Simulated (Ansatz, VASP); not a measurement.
# InSb in VASP and in Ansatz

INCAR

```
ALGO     = Normal         # electronic algorithm
EDIFF    = 1E-6           # SCF threshold, eV
ENCUT    = 520            # plane-wave cutoff, eV
GGA      = PE             # functional
ISIF     = 2              # what is computed and relaxed
ISMEAR   = 0              # smearing method
LASPH    = T              # aspherical terms in the spheres
LCHARG   = F              # write CHGCAR
LREAL    = F              # projectors in reciprocal space
LWAVE    = F              # write WAVECAR
NBANDS   = 16             # bands
NELM     = 60             # most SCF steps
PREC     = Accurate       # precision mode
SIGMA    = 0.15           # smearing width, eV
```

The input KPOINTS:

```
k-points
0
Gamma
  12 12 12
```

File POSCAR:

```
InSb
1.0
    0.0000000000      3.3418022332      2.7676654181
    3.1160837424      0.0000000000      2.7676654181
    3.1160837424      3.3418022332      0.0000000000
In Sb
1 1
Direct
    0.0000000000      0.0000000000      0.0000000000
    0.5000000000      0.5000000000      0.5000000000
```

Input for Ansatz:

```yaml
crystal:
  lattice:
    - [0.0, 3.3418022332, 2.7676654181]
    - [3.1160837424, 0.0, 2.7676654181]
    - [3.1160837424, 3.3418022332, 0.0]
  atoms:
    - { symbol: In, position: [0.0, 0.0, 0.0] }
    - { symbol: Sb, position: [0.5, 0.5, 0.5] }
basis:
  ecutwfc: 420
kpoints:
  mp_grid: { grid: [12, 12, 12] }
hamiltonian:
  xc: pbe
  pseudopotentials: { kind: paw, azcp: { folder: soft_1 } }
scf:
  occupations: { method: gaussian, width: 0.15 }
output:
  forces: true
  stress: true
  eigenvalues: true
```

Change from the starting cell: strain +e along x and -e along y -0.0367, strain +e along z and -e/2 along x and y -0.1000.

Alike in both runs: task single point; functional PBE; k mesh 12 × 12 × 12; occupations gaussian, width 0.15 eV; no spin polarisation.

|  | VASP | Ansatz |
| --- | --- | --- |
| version | VASP 6.6.1 | Ansatz 0.2.0 |
| potentials or method | VASP PAW PBE potentials, release 64 (In_d, Sb), cutoff 520 eV | scalar-relativistic, plane waves, PAW |
| valence electrons in the cell | 18 | 28 |

Ansatz gave:

| Item | Value |
| --- | --- |
| gap on the k mesh at the Fermi level (eV) | none |
| pressure (GPa) | 3.6 |
| traceless stress, the component that is largest in VASP (GPa) | 11.78 |

Which values does VASP return?

gap on the k mesh at the Fermi level (eV): none; pressure (GPa): 3.6; traceless stress, the component that is largest in VASP (GPa): 11.75.

A gap of «none» marks a metal or a gap that the smearing closes. The functional is the same, so the differences come from potentials, cutoffs and numerics. VASP's potentials hold 18 valence electrons a cell and Ansatz's 28, so a difference there can come from the potentials and not from the codes.

Spin-orbit coupling is off throughout.
